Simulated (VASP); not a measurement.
Runs of VASP 6.6.1 on BAs. The structure is that of space group F-43m (No. 216), or close to it. The cells are those of the table. 

```tsv
level	cell	k mesh	cutoff (eV)	smearing	grid for exact exchange (PRECFOCK)	screening parameter	gap on the mesh (eV)	pressure (GPa)
r2SCAN	a = 3.356, b = 3.356, c = 3.281 Å, angles 60.7, 60.7, 58.5°, 2 atoms	10 × 10 × 10	550	gaussian 0.01 eV	-	-	0.96	(b)
PBE	a = 3.406, b = 3.406, c = 3.467 Å, angles 59.4, 59.4, 61.2°, 2 atoms	10 × 10 × 10	500	fermi-dirac 0.02 eV	-	-	0.70	-2.2
PBE	a = 3.406, b = 3.406, c = 3.467 Å, angles 59.4, 59.4, 61.2°, 2 atoms	6 × 6 × 6	500	gaussian 0.01 eV	-	-	0.79	-2.2
PBE	a = 3.433 Å, angles 60.0°, 2 atoms	6 × 6 × 6	500	gaussian 0.01 eV	-	-	1.31	(c)
PBE	a = 3.383 Å, angles 60.0°, 2 atoms	6 × 6 × 6	500	gaussian 0.01 eV	-	-	1.28	2.9
HSE06	a = 3.383 Å, angles 60.0°, 2 atoms	6 × 6 × 6	520	gaussian 0.01 eV	Normal	0.2079 1/Å	1.95	-1.2
PBE	a = 3.356, b = 3.356, c = 3.281 Å, angles 60.7, 60.7, 58.5°, 2 atoms	10 × 10 × 10	500	fermi-dirac 0.02 eV	-	-	0.79	(d)
HSE06	a = 3.406, b = 3.406, c = 3.467 Å, angles 59.4, 59.4, 61.2°, 2 atoms	6 × 6 × 6	520	gaussian 0.01 eV	Normal	0.2079 1/Å	(a)	-6.2
```

Alike in all rows: task single point; potentials or basis VASP PAW PBE potentials, release 64 (B, As); no spin polarisation.

Problem. Estimate the missing entries.

Solution. (a) 1.43; (b) 7.7; (c) -3.0; (d) 10.2.

Caveats: the PAW data sets were made with another functional, which shifts forces and pressure a little (some runs).

A k mesh can miss the band edges, and the runs leave out spin-orbit coupling on As.
